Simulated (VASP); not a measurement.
A run of VASP 6.6.1 is set up as follows.

INCAR

```
SYSTEM = Sr3Bi
PREC = Accurate
ENCUT = 520
EDIFF = 1E-6
ISMEAR = 0
SIGMA = 0.1
LREAL = .False.
LASPH = .True.
NELM = 80
ALGO = Fast
ISIF = 2
LWAVE = .False.
LCHARG = .False.
GGA = PE
NBANDS = 30
```

Contents of KPOINTS:

```
regular mesh
0
Gamma
  6 6 2
  0 0 0
```

Contents of POSCAR:

```
Sr3Bi
1.0
    4.7480601671      0.0000000041      0.0000000000
   -2.3740300870      4.1119407214      0.0000000000
    0.0000000000      0.0000000000     10.8539738867
Sr Bi
3 1
Direct
    0.6666666667      0.3333333333      0.5000000000
    0.3333333333      0.6666666667      0.1735185029
    0.3333333333      0.6666666667      0.8264814971
    0.6666666667      0.3333333333      0.0000000000
```

Potentials or basis: VASP PAW PBE potentials, release 64 (Sr_sv, Bi_d).

Run with:

```console
$ cat potpaw_PBE.64/Sr_sv/POTCAR potpaw_PBE.64/Bi_d/POTCAR > POTCAR
$ mpirun -np 1 vasp_std > vasp.out
```

Predict the largest force.

0.030 eV/Å.

What does it give for the band gap on the k mesh?

Zero (an odd number of electrons rules out a gap without spin polarisation).

Stress tensor (GPa, compression positive):
```
0.21 0.00 0.00
0.00 0.21 0.00
0.00 0.00 0.04
```

Caveat: spin-orbit coupling is left out, which moves the levels of the heavy elements.
